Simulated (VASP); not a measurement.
# BAs (F-43m) in VASP: settings compared

Aim: see how the results for BAs move with the level of theory and the settings. Levels: RPBE+D4, PBEsol+D4, revPBE+D3(BJ). Tasks: single point.

Everything below comes from runs of VASP 6.6.1. Logs are shortened: lines on timing, memory, paths and dates and some standing lists are left out, and cuts for length are marked.

**1. The cell of the first run**

Symmetry: F-43m, No. 216, cubic system. The conventional cell has a = 4.809 Å, b = 4.809 Å, c = 4.809 Å, α = 90.00°, β = 90.00°, γ = 90.00°. Within 2.8 Å of As (site symmetry -43m) lie 4 B at 2.08 Å. B (site symmetry -43m) has 4 As at 2.08 Å within 2.8 Å.

**2. Single point, RPBE+D4**

Contents of INCAR:

```
SYSTEM = BAs
PREC = Accurate
ENCUT = 560
EDIFF = 1E-6
ISMEAR = -1
SIGMA = 0.05
LREAL = .FALSE.
LASPH = .TRUE.
NELM = 120
ALGO = Normal
ISIF = 2
LWAVE = .FALSE.
LCHARG = .FALSE.
GGA = RP
IVDW = 13
NBANDS = 16
GGA_COMPAT = .FALSE.
```

Contents of KPOINTS:

```
regular mesh
0
G
  10 10 10
  0 0 0
```

Contents of POSCAR:

```
BAs
1.0
    0.0000000000      2.4043183418      2.4043183418
    2.4043183418      0.0000000000      2.4043183418
    2.4043183418      2.4043183418      0.0000000000
As B
1 1
Direct
    0.7500000000      0.7500000000      0.7500000000
    0.0000000000      0.0000000000      0.0000000000
```

Potentials or basis: VASP PAW PBE potentials, release 64 (As_d, B).

Launch:

```console
cat potpaw_PBE.64/As_d/POTCAR potpaw_PBE.64/B/POTCAR > POTCAR
mpirun -np 1 vasp_std > vasp.out
```

OUTCAR:

```text
SYSTEM = BAs
   PREC = Accurate
   ENCUT = 560
   EDIFF = 1E-6
   ISMEAR = -1
   LREAL = .FALSE.
   LASPH = .TRUE.
   NELM = 120
   ISIF = 2
   GGA = RP
   IVDW = 13

 ion  position               nearest neighbor table
   1  0.750  0.750  0.750-   2 2.08   2 2.08   2 2.08   2 2.08
   2  0.000  0.000  0.000-   1 2.08   1 2.08   1 2.08   1 2.08

  LATTYP: Found a face centered cubic cell.
 ALAT       =     4.8086366836

  Lattice vectors:

 A1 = (   0.0000000000,   2.4043183418,   2.4043183418)
 A2 = (   2.4043183418,   0.0000000000,   2.4043183418)
 A3 = (   2.4043183418,   2.4043183418,   0.0000000000)

Analysis of symmetry for initial positions (statically):
=====================================================================
 Subroutine PRICEL returns:
 Original cell was already a primitive cell.

 Routine SETGRP: Setting up the symmetry group for a
 face centered cubic supercell.

 Subroutine GETGRP returns: Found 24 space group operations
 (whereof 24 operations were pure point group operations)
 out of a pool of 48 trial point group operations.

The static configuration has the point symmetry T_d .

Analysis of symmetry for dynamics (positions and initial velocities):
=====================================================================
 Subroutine PRICEL returns:
 Original cell was already a primitive cell.

 Routine SETGRP: Setting up the symmetry group for a
 face centered cubic supercell.

 Subroutine GETGRP returns: Found 24 space group operations
 (whereof 24 operations were pure point group operations)
 out of a pool of 48 trial point group operations.

The dynamic configuration has the point symmetry T_d .

 Subroutine INISYM returns: Found 24 space group operations
 (whereof 24 operations are pure point group operations),
 and found     1 'primitive' translations

----------------------------------------------------------------------------------------

                                     Primitive cell

  volume of cell :      27.7975

  direct lattice vectors                    reciprocal lattice vectors
     0.000000000  2.404318342  2.404318342    -0.207959151  0.207959151  0.207959151
     2.404318342  0.000000000  2.404318342     0.207959151 -0.207959151  0.207959151
     2.404318342  2.404318342  0.000000000     0.207959151  0.207959151 -0.207959151

  length of vectors
     3.400219607  3.400219607  3.400219607     0.360195815  0.360195815  0.360195815

  position of ions in fractional coordinates (direct lattice)
     0.750000000  0.750000000  0.750000000
     0.000000000  0.000000000  0.000000000

  ion indices of the primitive-cell ions
   primitive index   ion index
                 1           1
                 2           2

----------------------------------------------------------------------------------------

 KPOINTS: regular mesh

Automatic generation of k-mesh.
 Grid dimensions read from file:
 generate k-points for:   10   10   10

 Generating k-lattice:

  Cartesian coordinates                     Fractional coordinates (reciprocal lattice)
    -0.020795915  0.020795915  0.020795915     0.100000000  0.000000000  0.000000000
     0.020795915 -0.020795915  0.020795915     0.000000000  0.100000000  0.000000000
     0.020795915  0.020795915 -0.020795915     0.000000000  0.000000000  0.100000000

  Length of vectors
     0.036019581  0.036019581  0.036019581

  Shift w.r.t. Gamma in fractional coordinates (k-lattice)
     0.000000000  0.000000000  0.000000000

 Subroutine IBZKPT returns following result:
 ===========================================

 Found     47 irreducible k-points:

 Following reciprocal coordinates:
            Coordinates               Weight
  0.000000  0.000000  0.000000      1.000000
  0.100000  0.000000  0.000000      8.000000
  0.200000  0.000000  0.000000      8.000000
  0.300000  0.000000  0.000000      8.000000
  0.400000  0.000000  0.000000      8.000000
  0.500000  0.000000  0.000000      4.000000
[... 16 lines left out ...]
  0.300000  0.300000  0.000000      6.000000
  0.400000  0.300000  0.000000     24.000000
 [... further k-points ...]
   k-points           NKPTS =     47   k-points in BZ     NKDIM =     47   number of bands    NBANDS=     16
   number of dos      NEDOS =    301   number of ions     NIONS =      2
   total plane-waves  NPLWV =  21952
   dimension x,y,z NGX =    28 NGY =   28 NGZ =   28
   dimension x,y,z NGXF=    56 NGYF=   56 NGZF=   56
   ions per type =               1   1
   NGX,Y,Z   is equivalent  to a cutoff of  13.69, 13.69, 13.69 a.u.
   NGXF,Y,Z  is equivalent  to a cutoff of  27.38, 27.38, 27.38 a.u.
 SYSTEM =  BAs
   PREC   = accura    normal or accurate (medium, high low for compatibility)
   ISTART =      0    job   : 0-new  1-cont  2-samecut
   ICHARG =      2    charge: 1-file 2-atom 10-const
   ISPIN  =      1    spin polarized calculation?
   LNONCOLLINEAR =      F non collinear calculations
   LSORBIT =      F    spin-orbit coupling
   LASPH  =      T    aspherical Exc in radial PAW
   ENCUT  =  560.0 eV  41.16 Ry    6.42 a.u.   6.56  6.56  6.56*2*pi/ulx,y,z
   NELM   =    120;   NELMIN=  2; NELMDL= -5     # of ELM steps
   EDIFF  = 0.1E-05   stopping-criterion for ELM
   LREAL  =      F    real-space projection
   EDIFFG = 0.1E-04   stopping-criterion for IOM
   NSW    =      0    number of steps for IOM
   IBRION =     -1    ionic relax: 0-MD 1-quasi-New 2-CG
   NFREE  =      0    steps in history (QN), initial steepest desc. (CG)
   ISIF   =      2    stress and relaxation
   ISYM   =      2    0-nonsym 1-usesym 2-fastsym
   POTIM  = 0.5000    time-step for ionic-motion
   TEBEG  =    0.0;   TEEND  =   0.0 temperature during run
   PSTRESS=    0.0 pullay stress
   NELECT =      18.0000    total number of electrons
   NUPDOWN=      -1.0000    fix difference up-down
   EMIN   =  10.00;   EMAX   =-10.00  energy-range for DOS
   EFERMI =   0.00;   METHOD = LEGACY
   ISMEAR =    -1;   SIGMA  =   0.05  broadening in eV -4-tet -1-fermi 0-gaus
   EFERMI_NEDOS =   21; number of points for ismear=-14 and -15
   IALGO  =     38    algorithm
   IMIX   =      4    mixing-type and parameters
     AMIX     =   0.40;   BMIX     =  1.00
     AMIX_MAG =   1.60;   BMIX_MAG =  1.00
  volume/ion in A,a.u.               =      13.90        93.79
  Fermi-wavevector in a.u.,A,eV,Ry     =   1.416328  2.676471 27.293065  2.005984
  Thomas-Fermi vector in A             =   2.537673
   LORBIT       =      0    0 simple, 1 ext, 2 COOP (PROOUT), +10 PAW based schemes
   GGA     = RP    functional components
   LHFCALC =     F    Hartree Fock is set to
   AEXX    =    0.0000 exact exchange contribution
   IVDW    =    13    specifies the selected vdW correction
   LEPSILON=     F    determine dielectric tensor
   LRPA    =     F    only Hartree local field effects (RPA)
 non-spin polarized calculation
  energy-cutoff  :      560.00
  volume of cell :       27.80
 maximum number of plane-waves:       869
 NGX is ok and might be reduce to    28
   NGX = 13   NGY = 13   NGZ = 13

 number of electron      18.0000007 magnetization

 Free energy of the ion-electron system (eV)
  ---------------------------------------------------
  ext. energy  EPLUGINS =         0.00000000
  ---------------------------------------------------
  free energy    TOTEN  =       -10.77609449 eV

  energy without entropy =      -10.77609444  energy(sigma->0) =      -10.77609447

 E-fermi :   5.3212     XC(G=0): -10.9123

 val. band max:        4.7180103748   @ k =   0.0000   0.0000   0.0000
 cond. band min:       5.9590536692   @ k =   0.4000   0.4000   0.0000
 fundamental gap:      1.2410432945
 Fermi energy:         5.3212183342

 k-point     1 :       0.0000    0.0000    0.0000
  band No.  band energies     occupation
      1     -31.0914      2.00000
      2     -31.0914      2.00000
      3     -31.0914      2.00000
      4     -31.0703      2.00000
      5     -31.0703      2.00000
      6     -10.5055      2.00000
[... 8 lines left out ...]
     15      17.7544      0.00000
     16      17.7544      0.00000

 k-point     2 :       0.1000    0.0000    0.0000
  band No.  band energies     occupation
      1     -31.0911      2.00000
      2     -31.0907      2.00000
      3     -31.0907      2.00000
      4     -31.0702      2.00000
      5     -31.0702      2.00000
      6     -10.3441      2.00000
[... 8 lines left out ...]
     15      16.6730      0.00000
     16      16.6730      0.00000

 k-point     3 :       0.2000    0.0000    0.0000
  band No.  band energies     occupation
      1     -31.0903      2.00000
      2     -31.0890      2.00000
      3     -31.0890      2.00000
      4     -31.0699      2.00000
      5     -31.0699      2.00000
      6      -9.8685      2.00000
[... 8 lines left out ...]
     15      15.9469      0.00000
     16      15.9716      0.00000

 k-point     4 :       0.3000    0.0000    0.0000
  band No.  band energies     occupation
      1     -31.0894      2.00000
      2     -31.0873      2.00000
      3     -31.0873      2.00000
      4     -31.0693      2.00000
      5     -31.0693      2.00000
      6      -9.1156      2.00000
[... 8 lines left out ...]
     15      16.3833      0.00000
     16      16.3833      0.00000
[... 324 lines left out ...]
 k-point    22 :      -0.2000    0.2000    0.0000
  band No.  band energies     occupation
      1     -31.0891      2.00000
      2     -31.0863      2.00000
      3     -31.0861      2.00000
      4     -31.0706      2.00000
      5     -31.0685      2.00000
      6      -8.8570      2.00000
[... 8 lines left out ...]
     15      17.3850      0.00000
     16      18.8049      0.00000

 k-point    23 :       0.3000    0.3000    0.0000
  band No.  band energies     occupation
      1     -31.0945      2.00000
      2     -31.0819      2.00000
      3     -31.0819      2.00000
      4     -31.0737      2.00000
      5     -31.0666      2.00000
      6      -8.6240      2.00000
[... 8 lines left out ...]
     15      19.6833      0.00000
     16      19.9515      0.00000

 k-point    24 :       0.4000    0.3000    0.0000
  band No.  band energies     occupation
      1     -31.0944      2.00000
      2     -31.0804      2.00000
      3     -31.0801      2.00000
      4     -31.0740      2.00000
      5     -31.0660      2.00000
      6      -7.9110      2.00000
[... 8 lines left out ...]
     15      20.4049      0.00000
     16      20.7271      0.00000

 [... further k-points ...]

------------------------ aborting loop because EDIFF is reached ----------------------------------------

  DFT-D4 for vdW energy calculation

  Edisp (eV):   -1.53351

  FORCE on cell =-STRESS in cart. coord.  units (eV):
  Direction    XX          YY          ZZ          XY          YZ          ZX
  --------------------------------------------------------------------------------------
  -------------------------------------------------------------------------------------
  Total      -1.25756    -1.25756    -1.25756     0.00000     0.00000     0.00000
  in kB     -72.48244   -72.48244   -72.48244     0.00000     0.00000     0.00000
  external pressure =      -72.48 kB  Pullay stress =        0.00 kB

 VOLUME and BASIS-vectors are now :
 -----------------------------------------------------------------------------
  energy-cutoff  :      560.00
  volume of cell :       27.80
      direct lattice vectors                 reciprocal lattice vectors
     0.000000000  2.404318342  2.404318342    -0.207959151  0.207959151  0.207959151
     2.404318342  0.000000000  2.404318342     0.207959151 -0.207959151  0.207959151
     2.404318342  2.404318342  0.000000000     0.207959151  0.207959151 -0.207959151

 POSITION                                       TOTAL-FORCE (eV/Angst)
 -----------------------------------------------------------------------------------
      3.60648      3.60648      3.60648        -0.000000      0.000000      0.000000
      0.00000      0.00000      0.00000         0.000000     -0.000000     -0.000000
 -----------------------------------------------------------------------------------
    total drift:                               -0.000001     -0.000001     -0.000001

  FREE ENERGIE OF THE ION-ELECTRON SYSTEM (eV)
  ---------------------------------------------------
  free  energy   TOTEN  =       -12.3096065505 eV

  energy  without entropy=      -12.3096065025  energy(sigma->0) =      -12.30960653
```

Wall time 16 s (1 thread of Intel Xeon Platinum 8488C (Sapphire Rapids), shared host); peak memory 0.16 GiB.

What came out:

```yaml
Free_energy: -12.3096 eV
Pressure: -7.2 GPa
Band_gap_on_the_k_mesh: 1.24 eV (least direct gap 3.26 eV)
Dispersion_energy_per_atom: -0.767 eV
```

Levels at points of the mesh, in eV from the valence-band top:
```tsv
k point	band 5	band 6	band 7	band 8	band 9	band 10	band 11	band 12	band 13	band 14
(0.00, 0.00, 0.00)	-35.79	-15.22	0.00	0.00	0.00	3.26	3.26	3.26	4.48	9.64
(0.50, 0.00, 0.00)	-35.79	-12.42	-8.64	-1.79	-1.79	2.61	4.78	4.78	8.96	12.74
(0.50, 0.50, 0.00)	-35.78	-11.12	-8.45	-4.00	-4.00	1.48	1.53	11.29	11.29	12.86
```

Caveat: the cell stands under tension; the PAW data sets were made with another functional, which shifts forces and pressure a little.

**3. Single point, PBEsol+D4**

This run uses another cell than the first one, of 13.30 Å³/atom.

Contents of INCAR:

```
ALGO = Normal ; EDIFF = 1E-6
ENCUT = 560 ; GGA = PS
GGA_COMPAT = False ; ISIF = 2
ISMEAR = -1 ; IVDW = 13
LASPH = True ; LCHARG = False
LREAL = False ; LWAVE = False
NBANDS = 16 ; NELM = 120
PREC = Accurate ; SIGMA = 0.05
```

Contents of KPOINTS:

```
k-points
0
Gamma
  10 10 10
```

Contents of POSCAR:

```
BAs
1.0
    0.0000000000      2.3695236598      2.3695236598
    2.3695236598      0.0000000000      2.3695236598
    2.3695236598      2.3695236598      0.0000000000
As B
1 1
Direct
    0.7500000000      0.7500000000      0.7500000000
    0.0000000000      0.0000000000      0.0000000000
```

Potentials or basis: VASP PAW PBE potentials, release 64 (As_d, B).

Launch:

```console
cat potpaw_PBE.64/As_d/POTCAR potpaw_PBE.64/B/POTCAR > POTCAR
mpirun -np 1 vasp_std > vasp.out
```

It took 17 s on 1 thread of Intel Xeon Platinum 8375C at 2.90GHz (Ice Lake), shared host; peak memory 0.17 GiB.

Results (log left out):

| Item | Value |
| --- | --- |
| Free energy | -12.6826 eV |
| Pressure | -0.2 GPa |
| Band gap on the k mesh | 1.06 eV (least direct gap 3.27 eV) |
| Dispersion energy per atom | -0.217 eV |

Levels at points of the mesh, in eV from the valence-band top:
| k point | band 5 | band 6 | band 7 | band 8 | band 9 | band 10 | band 11 | band 12 | band 13 | band 14 |
| --- | --- | --- | --- | --- | --- | --- | --- | --- | --- | --- |
| (0.00, 0.00, 0.00) | -35.72 | -15.66 | 0.00 | 0.00 | 0.00 | 3.27 | 3.27 | 3.27 | 4.98 | 9.46 |
| (0.50, 0.00, 0.00) | -35.71 | -12.69 | -9.00 | -1.87 | -1.87 | 2.80 | 4.77 | 4.77 | 8.77 | 12.74 |
| (0.50, 0.50, 0.00) | -35.71 | -11.35 | -8.65 | -4.20 | -4.20 | 1.30 | 1.32 | 11.62 | 11.62 | 13.01 |

Caveat: the PAW data sets were made with another functional, which shifts forces and pressure a little. A k mesh can miss the band edges.

**4. Single point, revPBE+D3(BJ)**

This run uses another cell than the first one, of 12.81 Å³/atom.

Contents of INCAR:

```
PREC     = Accurate       # precision mode
ENCUT    = 560            # plane-wave cutoff, eV
EDIFF    = 1E-6           # SCF threshold, eV
ISMEAR   = -1             # smearing method
SIGMA    = 0.05           # smearing width, eV
LREAL    = False          # projectors in reciprocal space
LASPH    = True           # aspherical terms in the spheres
NELM     = 120            # most SCF steps
ALGO     = Normal         # electronic algorithm
ISIF     = 2              # what is computed and relaxed
LWAVE    = False          # write WAVECAR
LCHARG   = False          # write CHGCAR
GGA      = RE             # functional
IVDW     = 12             # dispersion correction
NBANDS   = 16             # bands
GGA_COMPAT= False
```

Contents of KPOINTS:

```
regular mesh
0
Gamma
  10 10 10
```

Contents of POSCAR:

```
BAs
1.0
    0.0000000000      2.3397414207      2.3397414207
    2.3397414207      0.0000000000      2.3397414207
    2.3397414207      2.3397414207      0.0000000000
As B
1 1
Direct
    0.7500000000      0.7500000000      0.7500000000
    0.0000000000      0.0000000000      0.0000000000
```

Launch:

```console
cat potpaw_PBE.64/As_d/POTCAR potpaw_PBE.64/B/POTCAR > POTCAR
mpirun -np 1 vasp_std > vasp.out
```

Run time: 15 s. Hardware: 1 thread of Intel Xeon Platinum 8488C (Sapphire Rapids), shared host; peak memory 0.17 GiB.

The run converged. Its results:

```yaml
Free_energy: -12.1747 eV
Pressure: 5.8 GPa
Band_gap_on_the_k_mesh: 1.14 eV (least direct gap 3.37 eV)
Dispersion_energy_per_atom: -0.693 eV
```

Levels at points of the mesh, in eV from the valence-band top:
```csv
k point,band 6,band 7,band 8,band 9,band 10,band 11,band 12,band 13
"(0.00, 0.00, 0.00)",-15.99,0.00,0.00,0.00,3.37,3.37,3.37,5.52
"(0.50, 0.00, 0.00)",-12.88,-9.26,-1.93,-1.93,3.08,4.87,4.87,9.07
"(0.50, 0.50, 0.00)",-11.46,-8.90,-4.34,-4.34,1.36,1.43,12.08,12.08
```

Caveat: the cell stands under pressure; the PAW data sets were made with another functional, which shifts forces and pressure a little. A k mesh can miss the band edges.

**5. The runs side by side**

```csv
level,cell,gap on the mesh (eV),pressure (GPa)
RPBE+D4,"a = 3.400 Å, angles 60.0°, 2 atoms",1.24,-7.2
PBEsol+D4,"a = 3.351 Å, angles 60.0°, 2 atoms",1.06,-0.2
revPBE+D3(BJ),"a = 3.309 Å, angles 60.0°, 2 atoms",1.14,5.8
```

Alike in all rows: task single point; potentials or basis VASP PAW PBE potentials, release 64 (As_d, B); no spin polarisation; k mesh 10 × 10 × 10; cutoff (eV) 560; smearing fermi-dirac 0.05 eV.

Caveats: the PAW data sets were made with another functional, which shifts forces and pressure a little; the cell stands under tension (at least some runs); the cell stands under pressure (at least some runs).

Total energies depend on the potentials used, so only differences within one code and one set of settings carry meaning.
